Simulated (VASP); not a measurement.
# KTaO3 (Pm-3m) in VASP: further runs

KTaO3 is run at these levels: PBE; tasks: single point.

Program: VASP 6.6.1. These are calculated values, not measurements. Logs are shortened: lines on timing, memory, paths and dates and some standing lists are left out, and cuts for length are marked.

**1. The cell of the first run**

It takes space group Pm-3m (No. 221, cubic). Conventional cell: a = 3.942 Å, b = 3.942 Å, c = 3.942 Å, α = 90.00°, β = 90.00°, γ = 90.00°. K (site symmetry m-3m) has 12 O at 2.79 Å and 8 Ta at 3.41 Å within 3.7 Å. Within 2.6 Å of Ta (site symmetry m-3m) lie 6 O at 1.97 Å. O (site symmetry 4/mmm) has 2 Ta at 1.97 Å within 2.6 Å.

**2. Single point, PBE (volume changed by -6%)**

The input, INCAR:

```
SYSTEM = KTaO3
  ALGO = Normal
  EDIFF = 1E-7
  ENCUT = 520
  GGA = PE
  ISIF = 2
  ISMEAR = 0
  LASPH = .True.
  LCHARG = .False.
  LREAL = .False.
  LWAVE = .False.
  NBANDS = 27
  NELM = 80
  PREC = Accurate
  SIGMA = 0.01
```

The input, KPOINTS:

```
k-points
0
Gamma
  6 6 6
  0 0 0
```

The input, POSCAR:

```
KTaO3
1.0
    3.9422284059      0.0000000000      0.0000000000
    0.0000000000      3.9422284059      0.0000000000
    0.0000000000      0.0000000000      3.9422284059
K Ta O
1 1 3
Direct
    0.5000000000      0.5000000000      0.5000000000
    0.0000000000      0.0000000000      0.0000000000
    0.5000000000      0.0000000000      0.0000000000
    0.0000000000      0.5000000000      0.0000000000
    0.0000000000      0.0000000000      0.5000000000
```

Potentials or basis: VASP PAW PBE potentials, release 64 (K_sv, Ta_pv, O).

The run is started by

```sh
$ cat potpaw_PBE.64/K_sv/POTCAR potpaw_PBE.64/Ta_pv/POTCAR potpaw_PBE.64/O/POTCAR > POTCAR
$ mpirun -np 1 vasp_std > vasp.out
```

OUTCAR:

```text
SYSTEM = KTaO3
   EDIFF = 1E-7
   ENCUT = 520
   GGA = PE
   ISIF = 2
   ISMEAR = 0
   LASPH = .True.
   LREAL = .False.
   NELM = 80
   PREC = Accurate

 ion  position               nearest neighbor table
   1  0.500  0.500  0.500-   3 2.79   4 2.79   5 2.79   3 2.79   4 2.79   3 2.79   5 2.79   3 2.79
                             4 2.79   5 2.79   4 2.79   5 2.79   2 3.41   2 3.41   2 3.41   2 3.41
   2  0.000  0.000  0.000-   3 1.97   4 1.97   5 1.97   5 1.97   4 1.97   3 1.97   1 3.41   1 3.41
                             1 3.41   1 3.41   1 3.41   1 3.41   1 3.41   1 3.41
   3  0.500  0.000  0.000-   2 1.97   2 1.97   1 2.79   1 2.79   1 2.79   1 2.79
   4  0.000  0.500  0.000-   2 1.97   2 1.97   1 2.79   1 2.79   1 2.79   1 2.79
   5  0.000  0.000  0.500-   2 1.97   2 1.97   1 2.79   1 2.79   1 2.79   1 2.79

  LATTYP: Found a simple cubic cell.
 ALAT       =     3.9422284059

  Lattice vectors:

 A1 = (   3.9422284059,   0.0000000000,   0.0000000000)
 A2 = (   0.0000000000,   3.9422284059,   0.0000000000)
 A3 = (   0.0000000000,   0.0000000000,   3.9422284059)

Analysis of symmetry for initial positions (statically):
=====================================================================
 Subroutine PRICEL returns:
 Original cell was already a primitive cell.

 Routine SETGRP: Setting up the symmetry group for a
 simple cubic supercell.

 Subroutine GETGRP returns: Found 48 space group operations
 (whereof 48 operations were pure point group operations)
 out of a pool of 48 trial point group operations.

The static configuration has the point symmetry O_h .

Analysis of symmetry for dynamics (positions and initial velocities):
=====================================================================
 Subroutine PRICEL returns:
 Original cell was already a primitive cell.

 Routine SETGRP: Setting up the symmetry group for a
 simple cubic supercell.

 Subroutine GETGRP returns: Found 48 space group operations
 (whereof 48 operations were pure point group operations)
 out of a pool of 48 trial point group operations.

The dynamic configuration has the point symmetry O_h .

 Subroutine INISYM returns: Found 48 space group operations
 (whereof 48 operations are pure point group operations),
 and found     1 'primitive' translations

----------------------------------------------------------------------------------------

                                     Primitive cell

  volume of cell :      61.2668

  direct lattice vectors                    reciprocal lattice vectors
     3.942228406  0.000000000  0.000000000     0.253663638  0.000000000  0.000000000
     0.000000000  3.942228406  0.000000000     0.000000000  0.253663638  0.000000000
     0.000000000  0.000000000  3.942228406     0.000000000  0.000000000  0.253663638

  length of vectors
     3.942228406  3.942228406  3.942228406     0.253663638  0.253663638  0.253663638

  position of ions in fractional coordinates (direct lattice)
     0.500000000  0.500000000  0.500000000
     0.000000000  0.000000000  0.000000000
     0.500000000  0.000000000  0.000000000
     0.000000000  0.500000000  0.000000000
     0.000000000  0.000000000  0.500000000

  ion indices of the primitive-cell ions
   primitive index   ion index
                 1           1
                 2           2
                 3           3
                 4           4
                 5           5

----------------------------------------------------------------------------------------

 KPOINTS: k-points

Automatic generation of k-mesh.
 Grid dimensions read from file:
 generate k-points for:    6    6    6

 Generating k-lattice:

  Cartesian coordinates                     Fractional coordinates (reciprocal lattice)
     0.042277273  0.000000000  0.000000000     0.166666667  0.000000000  0.000000000
     0.000000000  0.042277273  0.000000000     0.000000000  0.166666667  0.000000000
     0.000000000  0.000000000  0.042277273     0.000000000  0.000000000  0.166666667

  Length of vectors
     0.042277273  0.042277273  0.042277273

  Shift w.r.t. Gamma in fractional coordinates (k-lattice)
     0.000000000  0.000000000  0.000000000

 Subroutine IBZKPT returns following result:
 ===========================================

 Found     20 irreducible k-points:

 Following reciprocal coordinates:
            Coordinates               Weight
  0.000000  0.000000  0.000000      1.000000
  0.166667  0.000000  0.000000      6.000000
  0.333333  0.000000  0.000000      6.000000
  0.500000  0.000000  0.000000      3.000000
  0.166667  0.166667  0.000000     12.000000
  0.333333  0.166667  0.000000     24.000000
[... 12 lines left out ...]
  0.500000  0.500000  0.333333      6.000000
  0.500000  0.500000  0.500000      1.000000
   k-points           NKPTS =     20   k-points in BZ     NKDIM =     20   number of bands    NBANDS=     27
   number of dos      NEDOS =    301   number of ions     NIONS =      5
[... 69 lines left out ...]
 fundamental gap:      2.2503828783
 Fermi energy:         2.1211075819

 k-point     1 :       0.0000    0.0000    0.0000
  band No.  band energies     occupation
      1     -31.9229      2.00000
      2     -31.9229      2.00000
      3     -31.9229      2.00000
      4     -25.2512      2.00000
      5     -15.6341      2.00000
      6     -14.9188      2.00000
[... 19 lines left out ...]
     26      10.1043      0.00000
     27      10.1043      0.00000

 k-point     2 :       0.1667    0.0000    0.0000
  band No.  band energies     occupation
      1     -31.9503      2.00000
      2     -31.9219      2.00000
      3     -31.9219      2.00000
      4     -25.2426      2.00000
      5     -15.5648      2.00000
      6     -14.9128      2.00000
[... 19 lines left out ...]
     26      10.4606      0.00000
     27      10.6295      0.00000

 k-point     3 :       0.3333    0.0000    0.0000
  band No.  band energies     occupation
      1     -32.0042      2.00000
      2     -31.9197      2.00000
      3     -31.9197      2.00000
      4     -25.2255      2.00000
      5     -15.5356      2.00000
      6     -14.9000      2.00000
[... 19 lines left out ...]
     26      11.2203      0.00000
     27      12.3928      0.00000

 k-point     4 :       0.5000    0.0000    0.0000
  band No.  band energies     occupation
      1     -32.0309      2.00000
      2     -31.9187      2.00000
      3     -31.9187      2.00000
      4     -25.2170      2.00000
      5     -15.5467      2.00000
      6     -14.8934      2.00000
[... 19 lines left out ...]
     26      11.6294      0.00000
     27      12.5619      0.00000

 k-point     5 :       0.1667    0.1667    0.0000
  band No.  band energies     occupation
      1     -31.9495      2.00000
      2     -31.9487      2.00000
      3     -31.9208      2.00000
      4     -25.2352      2.00000
      5     -15.4634      2.00000
      6     -14.7997      2.00000
[... 19 lines left out ...]
     26      10.8046      0.00000
     27      11.0580      0.00000

 k-point     6 :       0.3333    0.1667    0.0000
  band No.  band energies     occupation
      1     -32.0029      2.00000
      2     -31.9468      2.00000
      3     -31.9187      2.00000
      4     -25.2204      2.00000
      5     -15.3936      2.00000
      6     -14.7582      2.00000
[... 324 lines left out ...]
      1     -31.9971      2.00000
      2     -31.9963      2.00000
      3     -31.9963      2.00000
      4     -25.1962      2.00000
      5     -14.4520      2.00000
      6     -14.1731      2.00000
[... 19 lines left out ...]
     26      13.4555      0.00000
     27      13.4555      0.00000

 k-point    18 :       0.5000    0.3333    0.3333
  band No.  band energies     occupation
      1     -32.0228      2.00000
      2     -31.9956      2.00000
      3     -31.9952      2.00000
      4     -25.1916      2.00000
      5     -14.3550      2.00000
      6     -14.1542      2.00000
[... 19 lines left out ...]
     26      13.4262      0.00000
     27      13.9259      0.00000

 k-point    19 :       0.5000    0.5000    0.3333
  band No.  band energies     occupation
      1     -32.0215      2.00000
      2     -32.0215      2.00000
      3     -31.9942      2.00000
      4     -25.1872      2.00000
      5     -14.2328      2.00000
      6     -13.8912      2.00000
[... 19 lines left out ...]
     26      13.4124      0.00000
     27      13.8156      0.00000

 k-point    20 :       0.5000    0.5000    0.5000
  band No.  band energies     occupation
      1     -32.0203      2.00000
      2     -32.0203      2.00000
      3     -32.0203      2.00000
      4     -25.1826      2.00000
      5     -13.8658      2.00000
      6     -13.8658      2.00000
[... 19 lines left out ...]
     26      13.1161      0.00000
     27      14.3398      0.00000

------------------------ aborting loop because EDIFF is reached ----------------------------------------

  FORCE on cell =-STRESS in cart. coord.  units (eV):
  Direction    XX          YY          ZZ          XY          YZ          ZX
  --------------------------------------------------------------------------------------
  -------------------------------------------------------------------------------------
  Total        5.4272756      5.4272756      5.4272756      0.0000000      0.0000000      0.0000000
  in kB      141.9276818    141.9276818    141.9276818      0.0000000      0.0000000      0.0000000
  external PRESSURE =     141.9276818 kB  Pullay stress =       0.0000000 kB

 VOLUME and BASIS-vectors are now :
 -----------------------------------------------------------------------------
  energy-cutoff  :      520.00
  volume of cell :       61.27
      direct lattice vectors                 reciprocal lattice vectors
     3.942228406  0.000000000  0.000000000     0.253663638  0.000000000  0.000000000
     0.000000000  3.942228406  0.000000000     0.000000000  0.253663638  0.000000000
     0.000000000  0.000000000  3.942228406     0.000000000  0.000000000  0.253663638

 POSITION                                       TOTAL-FORCE (eV/Angst)
 -----------------------------------------------------------------------------------
      1.97111      1.97111      1.97111         0.000000      0.000000      0.000000
      0.00000      0.00000      0.00000         0.000000      0.000000      0.000000
      1.97111      0.00000      0.00000         0.000000      0.000000      0.000000
      0.00000      1.97111      0.00000         0.000000      0.000000      0.000000
      0.00000      0.00000      1.97111         0.000000      0.000000      0.000000
 -----------------------------------------------------------------------------------
    total drift:                                0.000000     -0.000000      0.000000

  FREE ENERGIE OF THE ION-ELECTRON SYSTEM (eV)
  ---------------------------------------------------
  free  energy   TOTEN  =       -40.8904789914 eV

  energy  without entropy=      -40.8904789914  energy(sigma->0) =      -40.89047899
```

Run time: 35 s. Hardware: 1 thread of Intel Xeon Platinum 8375C at 2.90GHz (Ice Lake), shared host; peak memory 0.18 GiB.

Results:

```
Free energy            : -40.8905 eV
Pressure               : 14.2 GPa
Band gap on the k mesh : 2.25 eV, indirect (least direct gap 2.85 eV)
```

Caveat: the cell differs from its parent crystal (volume changed by -6%); spin-orbit coupling is left out, which moves the levels of the heavy elements. A k mesh can miss the band edges.

**3. Single point, PBE**

This run uses another cell than the first one, of 12.71 Å³/atom, 1.037 times its volume.

The input, INCAR:

```
SYSTEM = KTaO3
  ALGO = Normal
  EDIFF = 1E-6
  ENCUT = 520
  GGA = PE
  ISIF = 2
  ISMEAR = 0
  LASPH = .True.
  LCHARG = .True.
  LELF = .True.
  LREAL = .False.
  LVHAR = .True.
  LWAVE = .False.
  NBANDS = 27
  NELM = 80
  PREC = Accurate
  SIGMA = 0.01
```

KPOINTS is that of step 2.

POSCAR, as its differences from that of step 2:

```diff
@@ -2,5 +2,5 @@
 1.0
-    3.9422284059      0.0000000000      0.0000000000
-    0.0000000000      3.9422284059      0.0000000000
-    0.0000000000      0.0000000000      3.9422284059
+    3.9901309646      0.0000000000      0.0000000000
+    0.0000000000      3.9901309646      0.0000000000
+    0.0000000000      0.0000000000      3.9901309646
 K Ta O
```

Potentials or basis: VASP PAW PBE potentials, release 64 (K_sv, Ta_pv, O).

The run is started by

```sh
$ cat potpaw_PBE.64/K_sv/POTCAR potpaw_PBE.64/Ta_pv/POTCAR potpaw_PBE.64/O/POTCAR > POTCAR
$ mpirun -np 1 vasp_std > vasp.out
```

Run time: 33 s. Hardware: 1 thread of Intel Xeon Platinum 8375C at 2.90GHz (Ice Lake), shared host; peak memory 0.18 GiB.

Results (log left out):

```yaml
Free_energy: -41.0323 eV
Pressure: 5.8 GPa
Band_gap_on_the_k_mesh: 2.17 eV, indirect (least direct gap 2.79 eV)
```

Levels at points of the mesh, in eV from the valence-band top:
```tsv
k point	band 17	band 18	band 19	band 20	band 21	band 22
(0.00, 0.00, 0.00)	-0.62	-0.62	-0.62	2.17	2.17	2.17
(0.50, 0.00, 0.00)	-1.51	-0.85	-0.85	2.33	5.01	5.01
(0.50, 0.50, 0.00)	-1.43	-1.43	-0.04	5.05	5.05	6.33
(0.50, 0.50, 0.50)	0.00	0.00	0.00	6.46	6.46	6.46
```

Caveat: spin-orbit coupling is left out, which moves the levels of the heavy elements.

**4. Single point, PBE (volume changed by -3%)**

The input, INCAR:

```
SYSTEM = KTaO3
PREC = Accurate
ENCUT = 520
EDIFF = 1E-6
ISMEAR = 0
SIGMA = 0.01
LREAL = .False.
LASPH = .True.
NELM = 60
ALGO = Normal
ISIF = 2
LWAVE = .False.
LCHARG = .False.
GGA = PE
NBANDS = 27
```

The input, KPOINTS:

```
regular mesh
0
Gamma
  6 6 6
  0 0 0
```

POSCAR, as its differences from that of step 3:

```diff
@@ -2,5 +2,5 @@
 1.0
-    3.9901309646      0.0000000000      0.0000000000
-    0.0000000000      3.9901309646      0.0000000000
-    0.0000000000      0.0000000000      3.9901309646
+    3.9837285967      0.0000000000      0.0000000000
+    0.0000000000      3.9837285967      0.0000000000
+    0.0000000000      0.0000000000      3.9837285967
 K Ta O
```

The run is started by

```sh
$ cat potpaw_PBE.64/K_sv/POTCAR potpaw_PBE.64/Ta_pv/POTCAR potpaw_PBE.64/O/POTCAR > POTCAR
$ mpirun -np 1 vasp_std > vasp.out
```

Run time: 33 s. Hardware: 1 thread of Intel Xeon Platinum 8375C at 2.90GHz (Ice Lake), shared host; peak memory 0.18 GiB.

It converged, with:

| Quantity | Value |
| --- | --- |
| Free energy | -41.0200 eV |
| Pressure | 6.8 GPa |
| Band gap on the k mesh | 2.18 eV, indirect (least direct gap 2.80 eV) |

Levels at points of the mesh, in eV from the valence-band top:
```
           k point  band 16  band 17  band 18  band 19  band 20  band 21  band 22  band 23
(0.00, 0.00, 0.00)    -1.06    -0.62    -0.62    -0.62     2.18     2.18     2.18     6.65
(0.50, 0.00, 0.00)    -2.14    -1.52    -0.85    -0.85     2.34     5.04     5.04     6.84
(0.50, 0.50, 0.00)    -1.64    -1.44    -1.44    -0.04     5.08     5.08     6.37     7.71
(0.50, 0.50, 0.50)    -3.92     0.00     0.00     0.00     6.51     6.51     6.51     8.92
```

Caveat: the cell differs from its parent crystal (volume changed by -3%); spin-orbit coupling is left out, which moves the levels of the heavy elements.

**5. Single point, PBE**

This run uses another cell than the first one, of 13.04 Å³/atom, 1.064 times its volume.

The input, INCAR:

```
SYSTEM = KTaO3
PREC = Accurate
ENCUT = 520
EDIFF = 1E-6
ISMEAR = 0
SIGMA = 0.01
LREAL = .FALSE.
LASPH = .TRUE.
NELM = 100
ALGO = Normal
ISIF = 2
LWAVE = .FALSE.
LCHARG = .FALSE.
GGA = PE
NBANDS = 27
```

The input, KPOINTS:

```
Automatic mesh
0
G
  6 6 6
  0 0 0
```

POSCAR, as its differences from that of step 4:

```diff
@@ -2,5 +2,5 @@
 1.0
-    3.9837285967      0.0000000000      0.0000000000
-    0.0000000000      3.9837285967      0.0000000000
-    0.0000000000      0.0000000000      3.9837285967
+    4.0243816964      0.0000000000      0.0000000000
+    0.0000000000      4.0243816964      0.0000000000
+    0.0000000000      0.0000000000      4.0243816964
 K Ta O
```

The run is started by

```sh
$ cat potpaw_PBE.64/K_sv/POTCAR potpaw_PBE.64/Ta_pv/POTCAR potpaw_PBE.64/O/POTCAR > POTCAR
$ mpirun -np 1 vasp_std > vasp.out
```

Wall time 34 s (1 thread of Intel Xeon Platinum 8375C at 2.90GHz (Ice Lake), shared host); peak memory 0.18 GiB.

The run converged. Its results:

```
Free energy            : -41.0664 eV
Pressure               : 0.6 GPa
Band gap on the k mesh : 2.11 eV, indirect (least direct gap 2.75 eV)
```

Levels at points of the mesh, in eV from the valence-band top:
| k point | band 15 | band 16 | band 17 | band 18 | band 19 | band 20 | band 21 | band 22 | band 23 | band 24 |
| --- | --- | --- | --- | --- | --- | --- | --- | --- | --- | --- |
| (0.00, 0.00, 0.00) | -1.02 | -1.02 | -0.63 | -0.63 | -0.63 | 2.11 | 2.11 | 2.11 | 6.41 | 6.45 |
| (0.50, 0.00, 0.00) | -2.31 | -2.08 | -1.45 | -0.85 | -0.85 | 2.26 | 4.84 | 4.84 | 6.49 | 8.11 |
| (0.50, 0.50, 0.00) | -2.73 | -1.70 | -1.40 | -1.40 | -0.04 | 4.87 | 4.87 | 6.11 | 7.32 | 9.98 |
| (0.50, 0.50, 0.50) | -3.82 | -3.82 | 0.00 | 0.00 | 0.00 | 6.23 | 6.23 | 6.23 | 8.84 | 8.84 |

Caveat: spin-orbit coupling is left out, which moves the levels of the heavy elements. Expect the measured gap to be larger: semilocal functionals such as PBE lack the derivative discontinuity.

**6. Overview**

```tsv
cell	gap on the mesh (eV)	pressure (GPa)
a = 3.942 Å, 5 atoms	2.25	14.2
a = 3.990 Å, 5 atoms	2.17	5.8
a = 3.984 Å, 5 atoms	2.18	6.8
a = 4.024 Å, 5 atoms	2.11	0.6
```

Alike in all rows: task single point; level PBE; potentials or basis VASP PAW PBE potentials, release 64 (K_sv, Ta_pv, O); no spin polarisation; k mesh 6 × 6 × 6; cutoff (eV) 520; smearing gaussian 0.01 eV.

Caveats: spin-orbit coupling is left out, which moves the levels of the heavy elements.

Total energies depend on the potentials used, so only differences within one code and one set of settings carry meaning.
